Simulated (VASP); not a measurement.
Runs of VASP 6.6.1 on BN. The structure is that of space group F-43m (No. 216), or close to it. The cells are those of the table. 

```tsv
cell	gap on the mesh (eV)	pressure (GPa)
a = 2.464 Å, angles 60.0°, 2 atoms	4.57	54.9
a = 2.552 Å, angles 60.0°, 2 atoms	4.46	(a)
a = 2.635 Å, angles 60.0°, 2 atoms	4.36	-26.4
a = 2.594 Å, angles 60.0°, 2 atoms	4.41	(b)
a = 2.509 Å, angles 60.0°, 2 atoms	(c)	27.1
```

Alike in all rows: task single point; level PBE; potentials or basis VASP PAW PBE potentials, release 64 (B, N); no spin polarisation; k mesh 8 × 8 × 8; cutoff (eV) 520; smearing gaussian 0.01 eV.

Question: Fill in the values left out.

Answer: (a) 5.0; (b) -12.5; (c) 4.52.

A k mesh can miss the band edges.
